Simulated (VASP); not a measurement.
Input of a VASP 6.6.1 run:

Contents of INCAR:

```
PREC     = Accurate       # precision mode
ENCUT    = 520            # plane-wave cutoff, eV
EDIFF    = 1E-6           # SCF threshold, eV
ISMEAR   = -1             # smearing method
SIGMA    = 0.02           # smearing width, eV
LREAL    = Auto         
LASPH    = T              # aspherical terms in the spheres
NELM     = 60             # most SCF steps
ALGO     = Normal         # electronic algorithm
ISIF     = 2              # what is computed and relaxed
LWAVE    = F              # write WAVECAR
LCHARG   = F              # write CHGCAR
GGA      = PE             # functional
NBANDS   = 82             # bands
```

File KPOINTS:

```
Automatic mesh
0
Gamma
  4 4 4
```

File POSCAR:

```
SiO2
1.0
    7.1600000000      0.0000000000      0.0000000000
    0.0000000000      7.1600000000      0.0000000000
    0.0000000000      0.0000000000      7.1600000000
Si O
8 16
Direct
    0.2807081728      0.2807081728      0.2807081728
    0.2192918272      0.7192918272      0.7807081728
    0.7807081728      0.2192918272      0.7192918272
    0.7192918272      0.7807081728      0.2192918272
    1.0205836497      1.0205836497      1.0205836497
    0.4794163503     -0.0205836497      0.5205836497
    0.5205836497      0.4794163503     -0.0205836497
   -0.0205836497      0.5205836497      0.4794163503
    0.1505388218      0.1505388218      0.1505388218
    0.3494611782      0.8494611782      0.6505388218
    0.6505388218      0.3494611782      0.8494611782
    0.8494611782      0.6505388218      0.3494611782
    0.6398190416      0.6615812800      0.0434330203
    0.8601809584      0.3384187200      0.5434330203
    0.1398190416      0.8384187200      0.9565669797
    0.3601809584      0.1615812800      0.4565669797
    0.0434330203      0.6398190416      0.6615812800
    0.5434330203      0.8601809584      0.3384187200
    0.9565669797      0.1398190416      0.8384187200
    0.4565669797      0.3601809584      0.1615812800
    0.6615812800      0.0434330203      0.6398190416
    0.3384187200      0.5434330203      0.8601809584
    0.8384187200      0.9565669797      0.1398190416
    0.1615812800      0.4565669797      0.3601809584
```

Potentials or basis: VASP PAW PBE potentials, release 64 (Si, O).

Launch:

```console
$ cat potpaw_PBE.64/Si/POTCAR potpaw_PBE.64/O/POTCAR > POTCAR
$ mpirun -np 1 vasp_std > vasp.out
```

(1) What does it give for the pressure?

(2) Estimate the largest force.

(3) Estimate the band gap on the k mesh.

## Answers

(1) 0.9 GPa.

(2) 0.020 eV/Å.

(3) 5.68 eV, indirect (the least direct gap lies 3.5 meV higher).
